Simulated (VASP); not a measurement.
Input of a VASP 6.6.1 run:

File INCAR:

```
SYSTEM = AlN
PREC = Accurate
ENCUT = 600
EDIFF = 1E-6
ISMEAR = 0
SIGMA = 0.05
LREAL = .FALSE.
LASPH = .TRUE.
NELM = 120
ALGO = Normal
ISIF = 2
LWAVE = .FALSE.
LCHARG = .FALSE.
GGA = PE
NBANDS = 16
GGA_COMPAT = .FALSE.
```

The input KPOINTS:

```
Automatic mesh
0
G
  8 8 6
  0 0 0
```

Contents of POSCAR:

```
AlN
1.0
    0.0000000000     -2.0353166207     -2.0353166207
    0.0000000000      2.0353166207     -2.0353166207
    4.0706332413      0.0000000000      0.0000000000
Al N
2 2
Direct
    0.5000000000      0.5000000000      0.0000346378
    0.0000000000      0.0000000000      0.4999653622
    0.5000000000      0.5000000000      0.4810840242
    0.0000000000      1.0000000000      0.0189159758
```

Potentials or basis: VASP PAW PBE potentials, release 64 (Al, N).

Launch:

```sh
$ cat potpaw_PBE.64/Al/POTCAR potpaw_PBE.64/N/POTCAR > POTCAR
$ mpirun -np 1 vasp_std > vasp.out
```

Problem. What does it give for the band gap on the k mesh?

Solution. 4.36 eV.

Problem. Estimate the pressure.

Solution. 1.0 GPa.

Forces on the atoms (eV/Å):
```
Al  -0.035  0.000  0.000
Al   0.035  0.000  0.000
N    1.969  0.000  0.000
N   -1.969  0.000  0.000
```

Caveat: the cell differs from its parent crystal (mode 10 frozen in at +0.000 Å and mode 12 at -0.077 Å (largest displacements)); forces of over 1 eV/Å act on the atoms, so gaps and moduli don't describe the material at rest. A k mesh can miss the band edges.
